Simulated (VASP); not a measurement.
A run of VASP 6.6.1 is set up as follows.

Contents of INCAR:

```
PREC     = Accurate       # precision mode
ENCUT    = 600            # plane-wave cutoff, eV
EDIFF    = 1E-7           # SCF threshold, eV
ISMEAR   = 0              # smearing method
SIGMA    = 0.1            # smearing width, eV
LREAL    = False          # projectors in reciprocal space
LASPH    = True           # aspherical terms in the spheres
NELM     = 100            # most SCF steps
ALGO     = Normal         # electronic algorithm
ISIF     = 3              # what is computed and relaxed
LWAVE    = False          # write WAVECAR
LCHARG   = False          # write CHGCAR
GGA      = PE             # functional
IVDW     = 12             # dispersion correction
IBRION   = 2              # ionic algorithm
NSW      = 100            # ionic steps
EDIFFG   = -0.002         # ionic threshold
```

The input KPOINTS:

```
regular mesh
0
Gamma
  15 15 8
```

File POSCAR:

```
TiTe2
1.0
    3.7770000000      0.0000000000      0.0000000000
   -1.8885000000      3.2709779501      0.0000000000
    0.0000000000      0.0000000000      6.4980000000
Ti Te
1 2
Direct
    0.0000000000      0.0000000000      0.0000000000
    0.6666666667      0.3333333333      0.2628000000
    0.3333333333      0.6666666667      0.7372000000
```

Potentials or basis: VASP PAW PBE potentials, release 64 (Ti_sv, Te).

Run with:

```console
$ cat potpaw_PBE.64/Ti_sv/POTCAR potpaw_PBE.64/Te/POTCAR > POTCAR
$ mpirun -np 1 vasp_std > vasp.out
```

Q: What does it give for the dispersion energy per atom?

A: -0.523 eV.

Q: What does it give for the relaxed cell?

A: a = 3.695 Å, b = 3.695 Å, c = 6.379 Å, α = 90.00°, β = 90.00°, γ = 120.00°.

Q: What does it give for the space group after relaxing (to 0.1 Å)?

A: P-3m1 (No. 164).

Q: What does it give for the band gap on the k mesh?

A: Zero (bands 12 and 13 overlap by 0.81 eV).

Final structure:
```yaml
crystal:
  lattice:
    - [3.69537, 0.00000, 0.00000]
    - [-1.84768, 3.20028, 0.00000]
    - [0.00000, 0.00000, 6.37889]
  atoms:
    - { symbol: Ti, position: [0.00000, 0.00000, 0.00000] }
    - { symbol: Te, position: [0.66667, 0.33333, 0.27150] }
    - { symbol: Te, position: [0.33333, 0.66667, 0.72850] }
```

Caveat: spin-orbit coupling is left out, which moves the levels of the heavy elements.
